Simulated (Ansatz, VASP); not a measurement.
One calculation of BN, two programs

Contents of INCAR:

```
PREC = Accurate
ENCUT = 520
EDIFF = 1E-7
ISMEAR = 0
SIGMA = 0.01
LREAL = F
LASPH = T
NELM = 80
ALGO = Normal
ISIF = 2
LWAVE = F
LCHARG = F
GGA = PE
NBANDS = 16
```

The input KPOINTS:

```
Automatic mesh
0
Gamma
  8 8 5
```

POSCAR

```
BN
1.0
    2.5360000000      0.0000000000      0.0000000000
   -1.2680000000      2.1962400000      0.0000000000
    0.0000000000      0.0000000000      4.1990000000
B N
2 2
Direct
    0.6666666667      0.3333333333      0.0000000000
    0.3333333333      0.6666666667      0.5000000000
    0.6666666667      0.3333333333      0.3750000000
    0.3333333333      0.6666666667      0.8750000000
```

Input for Ansatz:

```yaml
crystal:
  lattice:
    - [2.536, 0.0, 0.0]
    - [-1.268, 2.19624, 0.0]
    - [0.0, 0.0, 4.199]
  atoms:
    - { symbol: B, position: [0.6666666666666666, 0.3333333333333333, 0.0] }
    - { symbol: B, position: [0.3333333333333333, 0.6666666666666666, 0.5] }
    - { symbol: "N", position: [0.6666666666666666, 0.3333333333333333, 0.375] }
    - { symbol: "N", position: [0.3333333333333333, 0.6666666666666666, 0.875] }
kpoints:
  mp_grid:
    grid: [8, 8, 5]
hamiltonian:
  xc: pbe
scf:
  occupations:
    method: fixed
output:
  eigenvalues: true
```

Alike in both runs: task single point; functional PBE; k mesh 8 × 8 × 5; no spin polarisation.

|  | VASP | Ansatz |
| --- | --- | --- |
| version | VASP 6.6.1 | Ansatz 0.2.0 |
| potentials or method | VASP PAW PBE potentials, release 64 (B, N) | plane waves, PAW |
| plane-wave cutoff (eV) | 520 | 420 |
| occupations | gaussian, width 0.01 eV | fixed |
| valence electrons in the cell | 16 | 16 |

```csv
,VASP,Ansatz,Ansatz less VASP
gap on the k mesh at the Fermi level (eV),5.52,5.54,+0.017
```
